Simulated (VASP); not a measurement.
Wanted: the native input for a VASP 6.6.1 run.

```yaml
Task: single point
Functional: PBEsol
Dispersion: D3(BJ)
Potentials_or_basis: VASP PAW PBE potentials, release 64 (Al)
Cutoff: 520 eV
k_mesh: 18 × 18 × 10
Occupations: gaussian, width 0.15 eV
Spin: no spin polarisation
Dipole_correction: no
Further_INCAR_settings: ALGO = Fast; EDIFF = 1e-06; NBANDS = 10
```

The structure of Al lies in POSCAR:

```
Al
1.0
    2.8124553515      0.0000000000      0.0000000000
   -1.4062276757      2.4356577814      0.0000000000
    0.0000000000      0.0000000000      4.9885212500
Al
2
Direct
    0.6666666667      0.3333333333      0.7500000000
    0.3333333333      0.6666666667      0.2500000000
```

This isn't the form of Al at room conditions, which is fcc.

This cell differs from its parent crystal: strain +0.000 along x and y, +0.025 along z.

These files were run (other wordings do the same):

INCAR

```
PREC = Accurate
ENCUT = 520
EDIFF = 1E-6
ISMEAR = 0
SIGMA = 0.15
LREAL = F
LASPH = T
NELM = 80
ALGO = Fast
ISIF = 2
LWAVE = F
LCHARG = F
GGA = PS
IVDW = 12
NBANDS = 10
```

KPOINTS

```
Automatic mesh
0
Gamma
  18 18 10
```

Potentials or basis: VASP PAW PBE potentials, release 64 (Al).

Launch:

```sh
$ cat potpaw_PBE.64/Al/POTCAR > POTCAR
$ mpirun -np 1 vasp_std > vasp.out
```

Results of the run:

| Quantity | Value |
| --- | --- |
| Pressure | -5.7 GPa |
| Band gap on the k mesh | zero (bands 3 and 4 overlap by 6.43 eV) |
| Dispersion energy per atom | -0.306 eV |

Caveat: the cell differs from its parent crystal (strain +0.000 along x and y, +0.025 along z); the cell stands under tension; the PAW data sets were made with another functional, which shifts forces and pressure a little.

It took 86 s on 1 thread of Intel Xeon 8259CL, with other jobs on the host, peak memory 0.2 GiB.
